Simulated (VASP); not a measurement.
# BC31 (a cell with a defect) (diamond) in VASP: single point with LDA

Aim: the single point of BC31 (a cell with a defect) (diamond) with LDA.

All numbers are computed with VASP 6.6.1; they aren't measurements. Logs are shortened: lines on timing, memory, paths and dates and some standing lists are left out, and cuts for length are marked.

### Step 1. The cell of the first run

The cell holds a defect, 64 atoms: a = 7.064 Å, b = 7.064 Å, c = 7.064 Å, α = 90.00°, β = 90.00°, γ = 90.00°.

### Step 2. Single point, LDA

Contents of INCAR:

```
SYSTEM = BC31
  PREC = Accurate
  ENCUT = 520
  EDIFF = 1E-7
  ISMEAR = 0
  SIGMA = 0.1
  LREAL = Auto
  LASPH = .TRUE.
  NELM = 100
  ALGO = Normal
  ISIF = 2
  LWAVE = .FALSE.
  LCHARG = .FALSE.
  NBANDS = 165
```

Contents of KPOINTS:

```
regular mesh
0
G
  2 2 2
  0 0 0
```

Contents of POSCAR:

```
BC31
1.0
    7.0637843438      0.0000000000      0.0000000000
    0.0000000000      7.0637843438      0.0000000000
    0.0000000000      0.0000000000      7.0637843438
B C
2 62
Direct
    0.0161801189      0.0161801189     -0.0161801189
    0.8588198811      0.8588198811      0.1411801189
   -0.0002012146     -0.0002012146      0.4999307010
   -0.0002012146      0.5000692990      0.0002012146
    0.0007192361      0.4997507044      0.5002492956
    0.5000692990     -0.0002012146      0.0002012146
    0.4997507044      0.0007192361      0.5002492956
    0.4997507044      0.4997507044     -0.0007192361
    0.5002359348      0.5002359348      0.4997640652
    0.0005481865      0.2517038058      0.2518432274
    0.0000506093      0.2511419991      0.7488580009
    0.0076247729      0.7482831479      0.2517168521
    0.0005481865      0.7481567726      0.7482961942
    0.4993390000      0.2509561463      0.2499559880
    0.4997703708      0.2500075144      0.7499924856
    0.5003890039      0.7503411390      0.2496588610
    0.4993390000      0.7500440120      0.7490438537
    0.2517038058      0.0005481865      0.2518432274
    0.2511419991      0.0000506093      0.7488580009
    0.2509561463      0.4993390000      0.2499559880
    0.2500075144      0.4997703708      0.7499924856
    0.7482831479      0.0076247729      0.2517168521
    0.7481567726      0.0005481865      0.7482961942
    0.7503411390      0.5003890039      0.2496588610
    0.7500440120      0.4993390000      0.7490438537
    0.2511419991      0.2511419991     -0.0000506093
    0.2500075144      0.2500075144      0.5002296292
    0.2517038058      0.7481567726     -0.0005481865
    0.2509561463      0.7500440120      0.5006610000
    0.7481567726      0.2517038058     -0.0005481865
    0.7500440120      0.2509561463      0.5006610000
    0.7482831479      0.7482831479     -0.0076247729
    0.7503411390      0.7503411390      0.4996109961
    0.1267168521      0.1267168521      0.1326247729
    0.1246588610      0.1246588610      0.6253890039
    0.1268432274      0.6232961942      0.1255481865
    0.1249559880      0.6240438537      0.6243390000
    0.6232961942      0.1268432274      0.1255481865
    0.6240438537      0.1249559880      0.6243390000
    0.6238580009      0.6238580009      0.1250506093
    0.6249924856      0.6249924856      0.6247703708
    0.1249559880      0.3756610000      0.3759561463
    0.1246588610      0.3746109961      0.8753411390
    0.1268432274      0.8744518135      0.3767038058
    0.1267168521      0.8673752271      0.8732831479
    0.6249924856      0.3752296292      0.3750075144
    0.6240438537      0.3756610000      0.8750440120
    0.6238580009      0.8749493907      0.3761419991
    0.6232961942      0.8744518135      0.8731567726
    0.3756610000      0.1249559880      0.3759561463
    0.3746109961      0.1246588610      0.8753411390
    0.3752296292      0.6249924856      0.3750075144
    0.3756610000      0.6240438537      0.8750440120
    0.8744518135      0.1268432274      0.3767038058
    0.8673752271      0.1267168521      0.8732831479
    0.8749493907      0.6238580009      0.3761419991
    0.8744518135      0.6232961942      0.8731567726
    0.3752492956      0.3752492956      0.1257192361
    0.3747640652      0.3747640652      0.6252359348
    0.3749307010      0.8752012146      0.1247987854
    0.3752492956      0.8742807639      0.6247507044
    0.8752012146      0.3749307010      0.1247987854
    0.8742807639      0.3752492956      0.6247507044
    0.8752012146      0.8752012146      0.6250692990
```

Potentials or basis: VASP PAW LDA potentials, release 64 (B, C).

The run is started by

```bash
> cat potpaw_LDA.64/B/POTCAR potpaw_LDA.64/C/POTCAR > POTCAR
> mpirun -np 1 vasp_std > vasp.out
```

OUTCAR:

```text
SYSTEM = BC31
   PREC = Accurate
   ENCUT = 520
   EDIFF = 1E-7
   ISMEAR = 0
   LREAL = Auto
   LASPH = .TRUE.
   NELM = 100
   ISIF = 2

 ion  position               nearest neighbor table
   1  0.016  0.016  0.984-  34 1.52  45 1.52  55 1.52   2 1.93
   2  0.859  0.859  0.141-  12 1.52  22 1.52  32 1.52   1 1.93
   3  1.000  1.000  0.500-  64 1.53  35 1.53  54 1.53  44 1.53
   4  1.000  0.500  0.000-  62 1.53  43 1.53  57 1.53  36 1.53
   5  0.001  0.500  0.500-  37 1.52  42 1.52  56 1.53  63 1.53
   6  0.500  1.000  0.000-  60 1.53  51 1.53  38 1.53  49 1.53
[... 56 lines left out ...]
  63  0.874  0.375  0.625-  25 1.52  31 1.52  11 1.53   5 1.53
  64  0.875  0.875  0.625-   3 1.53  33 1.53  23 1.53  13 1.53

  LATTYP: Found a simple cubic cell.
 ALAT       =     7.0637843438

  Lattice vectors:

 A1 = (   7.0637843438,   0.0000000000,   0.0000000000)
 A2 = (   0.0000000000,   7.0637843438,   0.0000000000)
 A3 = (   0.0000000000,   0.0000000000,   7.0637843438)

Analysis of symmetry for initial positions (statically):
=====================================================================
 Subroutine PRICEL returns:
 Original cell was already a primitive cell.

 Routine SETGRP: Setting up the symmetry group for a
 simple cubic supercell.

 Subroutine GETGRP returns: Found 12 space group operations
 (whereof  6 operations were pure point group operations)
 out of a pool of 48 trial point group operations.

The static configuration has the point symmetry C_3v.
 The point group associated with its full space group is D_3d.

Analysis of symmetry for dynamics (positions and initial velocities):
=====================================================================
 Subroutine PRICEL returns:
 Original cell was already a primitive cell.

 Routine SETGRP: Setting up the symmetry group for a
 simple cubic supercell.

 Subroutine GETGRP returns: Found 12 space group operations
 (whereof  6 operations were pure point group operations)
 out of a pool of 48 trial point group operations.

The dynamic configuration has the point symmetry C_3v.
 The point group associated with its full space group is D_3d.

 Subroutine INISYM returns: Found 12 space group operations
 (whereof  6 operations are pure point group operations),
 and found     1 'primitive' translations

----------------------------------------------------------------------------------------

                                     Primitive cell

  volume of cell :     352.4620

  direct lattice vectors                    reciprocal lattice vectors
     7.063784344  0.000000000  0.000000000     0.141567176  0.000000000  0.000000000
     0.000000000  7.063784344  0.000000000     0.000000000  0.141567176  0.000000000
     0.000000000  0.000000000  7.063784344     0.000000000  0.000000000  0.141567176

  length of vectors
     7.063784344  7.063784344  7.063784344     0.141567176  0.141567176  0.141567176

  position of ions in fractional coordinates (direct lattice)
     0.016180119  0.016180119  0.983819881
     0.858819881  0.858819881  0.141180119
     0.999798785  0.999798785  0.499930701
     0.999798785  0.500069299  0.000201215
     0.000719236  0.499750704  0.500249296
     0.500069299  0.999798785  0.000201215
[... 56 lines left out ...]
     0.874280764  0.375249296  0.624750704
     0.875201215  0.875201215  0.625069299

  ion indices of the primitive-cell ions
   primitive index   ion index
                 1           1
                 2           2
                 3           3
                 4           4
                 5           5
                 6           6
[... 56 lines left out ...]
                63          63
                64          64

----------------------------------------------------------------------------------------

 KPOINTS: regular mesh

Automatic generation of k-mesh.
 Grid dimensions read from file:
 generate k-points for:    2    2    2

 Generating k-lattice:

  Cartesian coordinates                     Fractional coordinates (reciprocal lattice)
     0.070783588  0.000000000  0.000000000     0.500000000  0.000000000  0.000000000
     0.000000000  0.070783588  0.000000000     0.000000000  0.500000000  0.000000000
     0.000000000  0.000000000  0.070783588     0.000000000  0.000000000  0.500000000

  Length of vectors
     0.070783588  0.070783588  0.070783588

  Shift w.r.t. Gamma in fractional coordinates (k-lattice)
     0.000000000  0.000000000  0.000000000

 Subroutine IBZKPT returns following result:
 ===========================================

 Found      4 irreducible k-points:

 Following reciprocal coordinates:
            Coordinates               Weight
  0.000000  0.000000  0.000000      1.000000
  0.500000  0.000000  0.000000      3.000000
  0.500000  0.500000  0.000000      3.000000
  0.500000  0.500000  0.500000      1.000000
   k-points           NKPTS =      4   k-points in BZ     NKDIM =      4   number of bands    NBANDS=    165
   number of dos      NEDOS =    301   number of ions     NIONS =     64
   total plane-waves  NPLWV = 157464
   dimension x,y,z NGX =    54 NGY =   54 NGZ =   54
   dimension x,y,z NGXF=   108 NGYF=  108 NGZF=  108
   ions per type =               2  62
   NGX,Y,Z   is equivalent  to a cutoff of  12.71, 12.71, 12.71 a.u.
   NGXF,Y,Z  is equivalent  to a cutoff of  25.42, 25.42, 25.42 a.u.
 SYSTEM =  BC31
   PREC   = accura    normal or accurate (medium, high low for compatibility)
   ISTART =      0    job   : 0-new  1-cont  2-samecut
   ICHARG =      2    charge: 1-file 2-atom 10-const
   ISPIN  =      1    spin polarized calculation?
   LNONCOLLINEAR =      F non collinear calculations
   LSORBIT =      F    spin-orbit coupling
   LASPH  =      T    aspherical Exc in radial PAW
   ENCUT  =  520.0 eV  38.22 Ry    6.18 a.u.  13.13 13.13 13.13*2*pi/ulx,y,z
   NELM   =    100;   NELMIN=  2; NELMDL= -5     # of ELM steps
   EDIFF  = 0.1E-06   stopping-criterion for ELM
   LREAL  =      T    real-space projection
   EDIFFG = 0.1E-05   stopping-criterion for IOM
   NSW    =      0    number of steps for IOM
   IBRION =     -1    ionic relax: 0-MD 1-quasi-New 2-CG
   NFREE  =      0    steps in history (QN), initial steepest desc. (CG)
   ISIF   =      2    stress and relaxation
   ISYM   =      2    0-nonsym 1-usesym 2-fastsym
   POTIM  = 0.5000    time-step for ionic-motion
   TEBEG  =    0.0;   TEEND  =   0.0 temperature during run
   PSTRESS=    0.0 pullay stress
   NELECT =     254.0000    total number of electrons
   NUPDOWN=      -1.0000    fix difference up-down
   EMIN   =  10.00;   EMAX   =-10.00  energy-range for DOS
   EFERMI =   0.00;   METHOD = LEGACY
   ISMEAR =     0;   SIGMA  =   0.10  broadening in eV -4-tet -1-fermi 0-gaus
   EFERMI_NEDOS =   21; number of points for ismear=-14 and -15
   IALGO  =     38    algorithm
   IMIX   =      4    mixing-type and parameters
     AMIX     =   0.40;   BMIX     =  1.00
     AMIX_MAG =   1.60;   BMIX_MAG =  1.00
  volume/ion in A,a.u.               =       5.51        37.16
  Fermi-wavevector in a.u.,A,eV,Ry     =   1.467738  2.773623 29.310430  2.154256
  Thomas-Fermi vector in A             =   2.583320
   LORBIT       =      0    0 simple, 1 ext, 2 COOP (PROOUT), +10 PAW based schemes
   GGA     = CA    functional components
   LHFCALC =     F    Hartree Fock is set to
   AEXX    =    0.0000 exact exchange contribution
   IVDW    =     0    specifies the selected vdW correction
   LEPSILON=     F    determine dielectric tensor
   LRPA    =     F    only Hartree local field effects (RPA)
 non-spin polarized calculation
 Gauss-broadening in eV      SIGMA  =   0.10
  energy-cutoff  :      520.00
  volume of cell :      352.46
 maximum number of plane-waves:      9540
 NGX is ok and might be reduce to    54
   NGX = 27   NGY = 27   NGZ = 27

 number of electron     254.0000024 magnetization

 Free energy of the ion-electron system (eV)
  ---------------------------------------------------
  ext. energy  EPLUGINS =         0.00000000
  ---------------------------------------------------
  free energy    TOTEN  =      -640.18586206 eV

  energy without entropy =     -640.18583199  energy(sigma->0) =     -640.18584702

 E-fermi :  10.4349     XC(G=0): -13.6191

 val. band max:       10.1730935669   @ k =   0.0000   0.0000   0.0000
 cond. band min:      10.7039565886   @ k =   0.5000   0.0000   0.0000
 fundamental gap:      0.5308630217
 Fermi energy:        10.4349335255

 k-point     1 :       0.0000    0.0000    0.0000
  band No.  band energies     occupation
      1     -11.5804      2.00000
      2      -9.3562      2.00000
      3      -9.3562      2.00000
      4      -9.3028      2.00000
      5      -9.3028      2.00000
      6      -9.2729      2.00000
[... 131 lines left out ...]
    138      15.0271      0.00000
    139      15.0271      0.00000

 k-point     2 :       0.5000    0.0000    0.0000
  band No.  band energies     occupation
      1     -11.0992      2.00000
      2     -10.8851      2.00000
      3      -8.8430      2.00000
      4      -8.8098      2.00000
      5      -8.7933      2.00000
      6      -8.7267      2.00000
[... 131 lines left out ...]
    138      16.7693      0.00000
    139      16.8003      0.00000

 k-point     3 :       0.5000    0.5000    0.0000
  band No.  band energies     occupation
      1     -10.5506      2.00000
      2     -10.4872      2.00000
      3     -10.4749      2.00000
      4     -10.0974      2.00000
      5      -8.2605      2.00000
      6      -8.2602      2.00000
[... 131 lines left out ...]
    138      16.5823      0.00000
    139      16.5966      0.00000

 k-point     4 :       0.5000    0.5000    0.5000
  band No.  band energies     occupation
      1      -9.9786      2.00000
      2      -9.9720      2.00000
      3      -9.9668      2.00000
      4      -9.9668      2.00000
      5      -9.8453      2.00000
      6      -9.8453      2.00000
[... 131 lines left out ...]
    138      16.1845      0.00000
    139      16.1845      0.00000
 [bands above 139 left out]

------------------------ aborting loop because EDIFF is reached ----------------------------------------

  FORCE on cell =-STRESS in cart. coord.  units (eV):
  Direction    XX          YY          ZZ          XY          YZ          ZX
  --------------------------------------------------------------------------------------
  -------------------------------------------------------------------------------------
  Total       14.7194330     14.7194330     14.7194330     -3.2259000      3.2259000      3.2259000
  in kB       66.9097439     66.9097439     66.9097439    -14.6638897     14.6638897     14.6638897
  external PRESSURE =      66.9097439 kB  Pullay stress =       0.0000000 kB

 VOLUME and BASIS-vectors are now :
 -----------------------------------------------------------------------------
  energy-cutoff  :      520.00
  volume of cell :      352.46
      direct lattice vectors                 reciprocal lattice vectors
     7.063784344  0.000000000  0.000000000     0.141567176  0.000000000  0.000000000
     0.000000000  7.063784344  0.000000000     0.000000000  0.141567176  0.000000000
     0.000000000  0.000000000  7.063784344     0.000000000  0.000000000  0.141567176

 POSITION                                       TOTAL-FORCE (eV/Angst)
 -----------------------------------------------------------------------------------
      0.11429      0.11429      6.94949        -0.005928     -0.005928      0.005928
      6.06652      6.06652      0.99727         0.005928      0.005928     -0.005928
      7.06236      7.06236      3.53140        -0.003797     -0.003797     -0.001652
      7.06236      3.53238      0.00142        -0.003797      0.001652      0.003797
      0.00508      3.53013      3.53365        -0.000627     -0.002323      0.002323
      3.53238      7.06236      0.00142         0.001652     -0.003797      0.003797
[... 56 lines left out ...]
      6.17573      2.65068      4.41310         0.000627      0.002323     -0.002323
      6.18223      6.18223      4.41535         0.003797      0.003797      0.001652
 -----------------------------------------------------------------------------------
    total drift:                               -0.000007     -0.000007      0.000005

  FREE ENERGIE OF THE ION-ELECTRON SYSTEM (eV)
  ---------------------------------------------------
  free  energy   TOTEN  =      -640.1858620592 eV

  energy  without entropy=     -640.1858319887  energy(sigma->0) =     -640.18584702
```

Wall time 8.5 min (1 thread of Intel Xeon 6975P-C, shared host); peak memory 0.38 GiB.

What came out:

| Item | Value |
| --- | --- |
| Free energy | -640.1859 eV |
| Pressure | 6.7 GPa |
| Largest force | 0.024 eV/Å |
| Band gap on the k mesh | 0.53 eV |

Forces on the atoms (eV/Å):
```
B   -0.006 -0.006  0.006
B    0.006  0.006 -0.006
C   -0.004 -0.004 -0.002
C   -0.004  0.002  0.004
C   -0.001 -0.002  0.002
C    0.002 -0.004  0.004
C   -0.002 -0.001  0.002
C   -0.002 -0.002  0.001
C    0.001  0.001 -0.001
C   -0.006  0.003 -0.002
C    0.003 -0.004  0.004
C   -0.008  0.016 -0.016
C   -0.006  0.002 -0.003
C   -0.002  0.001  0.005
C   -0.001  0.001 -0.001
C    0.000  0.001 -0.001
C   -0.002 -0.005 -0.001
C    0.003 -0.006 -0.002
C   -0.004  0.003  0.004
C    0.001 -0.002  0.005
C    0.001 -0.001 -0.001
C    0.016 -0.008 -0.016
C    0.002 -0.006 -0.003
C    0.001  0.000 -0.001
C   -0.005 -0.002 -0.001
C   -0.004 -0.004 -0.003
C    0.001  0.001  0.001
C    0.003  0.002  0.006
C    0.001 -0.005  0.002
C    0.002  0.003  0.006
C   -0.005  0.001  0.002
C    0.016  0.016  0.008
C    0.001  0.001  0.000
C   -0.016 -0.016 -0.008
C   -0.001 -0.001  0.000
C   -0.002 -0.003 -0.006
C    0.005 -0.001 -0.002
C   -0.003 -0.002 -0.006
C   -0.001  0.005 -0.002
C    0.004  0.004  0.003
C   -0.001 -0.001 -0.001
C    0.005  0.002  0.001
C   -0.001  0.000  0.001
C   -0.002  0.006  0.003
C   -0.016  0.008  0.016
C   -0.001  0.001  0.001
C   -0.001  0.002 -0.005
C    0.004 -0.003 -0.004
C   -0.003  0.006  0.002
C    0.002  0.005  0.001
C    0.000 -0.001  0.001
C    0.001 -0.001  0.001
C    0.002 -0.001 -0.005
C    0.006 -0.002  0.003
C    0.008 -0.016  0.016
C   -0.003  0.004 -0.004
C    0.006 -0.003  0.002
C    0.002  0.002 -0.001
C   -0.001 -0.001  0.001
C   -0.002  0.004 -0.004
C    0.002  0.001 -0.002
C    0.004 -0.002 -0.004
C    0.001  0.002 -0.002
C    0.004  0.004  0.002
```

Levels at points of the mesh, in eV from the valence-band top:
| k point | band 124 | band 125 | band 126 | band 127 | band 128 | band 129 | band 130 | band 131 |
| --- | --- | --- | --- | --- | --- | --- | --- | --- |
| (0.00, 0.00, 0.00) | -2.29 | -0.87 | 0.00 | 0.00 | 1.26 | 4.33 | 4.39 | 4.39 |
| (0.50, 0.00, 0.00) | -1.67 | -1.64 | -1.24 | -1.21 | 0.53 | 4.13 | 4.20 | 5.14 |
| (0.50, 0.50, 0.00) | -1.46 | -0.94 | -0.77 | -0.64 | 0.70 | 5.48 | 5.59 | 5.76 |
| (0.50, 0.50, 0.50) | -1.56 | -1.56 | -1.28 | -1.28 | 0.82 | 5.65 | 5.90 | 5.90 |

Caveat: the k points lie up to 0.44 Å⁻¹ apart.
